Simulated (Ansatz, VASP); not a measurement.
One calculation of CaO, two programs

```
Ca O
1.0
    -0.03261    2.36494    2.36494
     2.36494   -0.03261    2.36494
     2.36494    2.36494   -0.03261
Ca O
1 1
Direct
  0.00000 0.00000 0.00000
  0.50000 0.50000 0.50000
```

Change from the starting cell: shear_111 strain -2.0%.

Alike in both runs: task single point; functional PBE; k mesh 10 × 10 × 10; occupations fermi-dirac, width 0.02 eV; no spin polarisation.

|  | VASP | Ansatz |
| --- | --- | --- |
| version | VASP 6.6.1 | Ansatz 0.2.0 |
| potentials or method | VASP PAW PBE potentials, release 64 (Ca_sv, O) | plane waves, PAW |
| plane-wave cutoff (eV) | 520 | 420 |
| valence electrons in the cell | 16 | 16 |

Ansatz gave:

```
gap on the k mesh at the Fermi level (eV)                     : 3.60
pressure (GPa)                                                : 4.9
traceless stress, the component that is largest in VASP (GPa) : 1.01
```

Question: What did VASP give for the same quantities?

Answer: gap on the k mesh at the Fermi level (eV): 3.58; pressure (GPa): 5.6; traceless stress, the component that is largest in VASP (GPa): 1.00.
